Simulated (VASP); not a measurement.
## Bi: single point with PBE

The system is Bi.

```
Bi
1.0
     2.64854    0.00000    0.00000
     0.00000    2.64854    0.00000
     0.00000    0.00000    4.86501
Bi
1
Cartesian
  0.0000 0.0000 2.4325
```

| Item | Value |
| --- | --- |
| Program | VASP 6.6.1 |
| Task | single point |
| Functional | PBE |
| Potentials or basis | VASP PAW PBE potentials, release 64 (Bi_d) |
| Cutoff | 520 eV |
| k mesh | 6 × 6 × 4 |
| Occupations | gaussian, width 0.1 eV |
| Spin | no spin polarisation |

The pressure is 34.5 GPa.

Stress tensor (GPa, compression positive):
```
52.29  0.00  0.00
 0.00 52.29  0.00
 0.00  0.00 -1.12
```

Levels at points of the mesh, in eV from the Fermi level:
```csv
k point,band 3,band 4,band 5,band 6,band 7,band 8,band 9,band 10,band 11,band 12
"(0.00, 0.00, 0.00)",-23.29,-23.29,-23.20,-15.99,-4.32,1.42,7.38,7.38,13.39,13.48
"(0.50, 0.00, 0.00)",-23.72,-23.23,-23.08,-10.86,-7.55,-0.15,5.37,6.14,6.56,11.73
"(0.50, 0.50, 0.00)",-23.84,-23.15,-22.64,-5.51,-3.78,-3.78,3.63,4.35,8.38,10.14
"(0.00, 0.00, 0.50)",-23.29,-23.29,-23.20,-15.92,-5.42,6.16,7.46,7.46,7.98,13.41
"(0.50, 0.00, 0.50)",-23.72,-23.23,-23.08,-10.79,-7.48,-1.14,3.18,10.90,11.01,11.78
"(0.50, 0.50, 0.50)",-23.84,-23.15,-22.64,-5.43,-3.72,-3.72,3.34,3.89,7.13,8.01
```

Run time: 9.2 s on 1 thread of Intel(R) Xeon(R) Platinum 8559C (Emerald Rapids), on a shared host, peak memory 0.13 GiB.

Caveat: the k points lie up to 0.40 Å⁻¹ apart; spin-orbit coupling is left out, which moves the levels of the heavy elements.
